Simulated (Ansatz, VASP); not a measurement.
# Mo: VASP beside Ansatz

Contents of INCAR:

```
SYSTEM = Mo
PREC = Accurate ; ENCUT = 520
EDIFF = 1E-6 ; ISMEAR = 0
SIGMA = 0.1 ; LREAL = .FALSE.
LASPH = .TRUE. ; NELM = 100
ALGO = Fast ; ISIF = 2
LWAVE = .FALSE. ; LCHARG = .TRUE.
GGA = PE ; LELF = .TRUE.
LVHAR = .TRUE. ; NBANDS = 13
```

Contents of KPOINTS:

```
Automatic mesh
0
G
  16 16 14
  0 0 0
```

Contents of POSCAR:

```
Mo
1.0
    2.7819867188      0.0000000000     -0.0114344335
   -1.3909933594      2.4367518209      0.0057172167
   -0.0106806553      0.0000000000      2.6456085450
Mo
1
Direct
    0.0000000000      0.0000000000      0.5000000000
```

Input for Ansatz:

```yaml
crystal:
  lattice:
    - [2.7819867188, 0.0, -0.0114344335]
    - [-1.3909933594, 2.4367518209, 0.0057172167]
    - [-0.0106806553, 0.0, 2.645608545]
  atoms:
    - { symbol: Mo, position: [0.0, 0.0, 0.5] }
basis:
  ecutwfc: 420
kpoints:
  mp_grid: { grid: [16, 16, 14] }
hamiltonian:
  xc: pbe
scf:
  occupations: { method: gaussian, width: 0.1 }
output:
  forces: true
  stress: true
  eigenvalues: true
```

Alike in both runs: task single point; functional PBE; k mesh 16 × 16 × 14; occupations gaussian, width 0.1 eV; no spin polarisation.

|  | VASP | Ansatz |
| --- | --- | --- |
| version | VASP 6.6.1 | Ansatz 0.2.0 |
| potentials or method | VASP PAW PBE potentials, release 64 (Mo_sv), cutoff 520 eV | scalar-relativistic, plane waves, PAW |
| valence electrons in the cell | 14 | 14 |

|  | VASP | Ansatz | Ansatz less VASP |
| --- | --- | --- | --- |
| gap on the k mesh at the Fermi level (eV) | none | none | - |
| pressure (GPa) | -11.2 | -11.6 | -0.39 |
| traceless stress, the component that is largest in VASP (GPa) | -6.52 | -6.55 | -0.036 |

A gap of «none» marks a metal or a gap that the smearing closes.
